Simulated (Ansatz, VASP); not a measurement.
# Two plane-wave programs on In2GeO3

```
In Ge O
1.0
     3.99430    0.00000    0.00000
    -1.99715    3.45916    0.00000
     0.00000    0.00000    7.14926
In Ge O
2 1 3
Direct
  0.66667 0.33333 0.68472
  0.33333 0.66667 0.31528
  0.00000 0.00000 0.00000
  0.66667 0.33333 0.35610
  0.33333 0.66667 0.64390
  0.00000 0.00000 0.50000
```

Change from the starting cell: species swapped into the Ba2H3I type (P-3m1, No. 164).

Alike in both runs: task relaxation of cell and atoms; functional PBE; k mesh 6 × 6 × 4; occupations gaussian, width 0.1 eV; no spin polarisation.

|  | VASP | Ansatz |
| --- | --- | --- |
| version | VASP 6.6.1 | Ansatz 0.2.0 |
| potentials or method | VASP PAW PBE potentials, release 64 (In_d, Ge_d, O), cutoff 600 eV | scalar-relativistic, plane waves, PAW |
| valence electrons in the cell | 58 | 58 |

|  | VASP | Ansatz | Ansatz less VASP |
| --- | --- | --- | --- |
| gap on the k mesh at the Fermi level, each at its own relaxed structure (eV) | none | none | - |
| relaxed volume (Å³/atom) | 15.31 | 16.25 | +0.940 |
| relaxed cell length with the largest relative difference (Å) | 9.560 | 10.306 | +0.7456 |

A gap of «none» marks a metal or a gap that the smearing closes. One of these differences is far larger than is usual between the two programs; its cause wasn't traced.
